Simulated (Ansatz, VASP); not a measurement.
## Ag: VASP beside Ansatz

```
CELL_PARAMETERS angstrom
0.00000 2.04275 2.04275
2.04275 0.00000 2.04275
2.04275 2.04275 0.00000
ATOMIC_POSITIONS crystal
Ag 0.00000 0.00000 0.00000
```

Alike in both runs: task single point; functional r2SCAN0; k mesh 6 × 6 × 6; occupations fermi-dirac, width 0.05 eV; no spin polarisation.

|  | VASP | Ansatz |
| --- | --- | --- |
| version | VASP 6.6.1 | Ansatz 0.2.0 |
| potentials or method | VASP PAW PBE potentials, release 64 (Ag) | Ansatz PAW |
| plane-wave cutoff (eV) | 520 | 500 |
| valence electrons in the cell | 11 | 19 |

VASP gave:

| Property | Result |
| --- | --- |
| gap on the k mesh at the Fermi level (eV) | none |
| pressure (GPa) | 3.1 |

Question: What did Ansatz give for the same quantities?

Answer: gap on the k mesh at the Fermi level (eV): none; pressure (GPa): 3.0.

VASP's potentials were made for PBE, not for r2SCAN0. A gap of «none» marks a metal or a gap that the smearing closes. VASP's potentials hold 11 valence electrons a cell and Ansatz's 19, so a difference there can come from the potentials and not from the codes.

The k mesh is coarse, so the values compare programs but aren't converged.
